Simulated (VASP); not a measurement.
Wanted: the native input for a VASP 6.6.1 run.

- Task: relaxation of cell and atoms
- Functional: PBEsol
- Potentials or basis: VASP PAW PBE potentials, release 64 (Cu)
- Cutoff: 600 eV
- k mesh: 10 × 10 × 10
- Occupations: methfessel-paxton, width 0.05 eV
- Spin: no spin polarisation
- Target pressure: 60 GPa
- Dipole correction: no
- Further INCAR settings: ALGO = Normal; EDIFF = 1e-06; IBRION = 2; EDIFFG = -0.02; NSW = 80; ISIF = 3

The structure of Cu lies in POSCAR:

```
Cu
1.0
    2.3500000000      0.0000000000      0.0000000000
    0.0000000000      2.3500000000      0.0000000000
    0.0000000000      0.0000000000      2.3500000000
Cu
1
Direct
    0.0000000000      0.0000000000      0.0000000000
```

These files were run (other wordings do the same):

INCAR

```
SYSTEM = Cu
PREC     = Accurate       ! precision mode
ENCUT    = 600            ! plane-wave cutoff, eV
EDIFF    = 1E-6           ! SCF threshold, eV
ISMEAR   = 1              ! smearing method
SIGMA    = 0.05           ! smearing width, eV
LREAL    = .FALSE.        ! projectors in reciprocal space
LASPH    = .TRUE.         ! aspherical terms in the spheres
NELM     = 80             ! most SCF steps
ALGO     = Normal         ! electronic algorithm
ISIF     = 3              ! what is computed and relaxed
LWAVE    = .FALSE.        ! write WAVECAR
LCHARG   = .FALSE.        ! write CHGCAR
GGA      = PS             ! functional
IBRION   = 2              ! ionic algorithm
NSW      = 80             ! ionic steps
EDIFFG   = -0.02          ! ionic threshold
PSTRESS  = 600.0
```

KPOINTS

```
regular mesh
0
G
  10 10 10
  0 0 0
```

Potentials or basis: VASP PAW PBE potentials, release 64 (Cu).

Command:

```bash
$ cat potpaw_PBE.64/Cu/POTCAR > POTCAR
$ mpirun -np 1 vasp_std > vasp.out
```

It gave:

The relaxed volume is 10.19 Å³/atom, the relaxed cell is a = 2.168 Å, b = 2.168 Å, c = 2.168 Å, α = 90.00°, β = 90.00°, γ = 90.00° and the space group after relaxing (to 0.05 Å) is Pm-3m (No. 221). The energy change on relaxing (the enthalpy is what falls) is +426.7 meV/atom. The ionic steps are 14 and the pressure after relaxing is 59.7 GPa.

Caveat: the cell is relaxed towards a set pressure, so the enthalpy falls and the energy may rise; the volume moved by over 15 % at a fixed basis, so the end points are rough; the PAW data sets were made with another functional, which shifts forces and pressure a little.

Run time: 18 s on 1 thread of Intel(R) Xeon(R) 6975P-C (Granite Rapids), with other jobs on the host, peak memory 0.13 GiB.
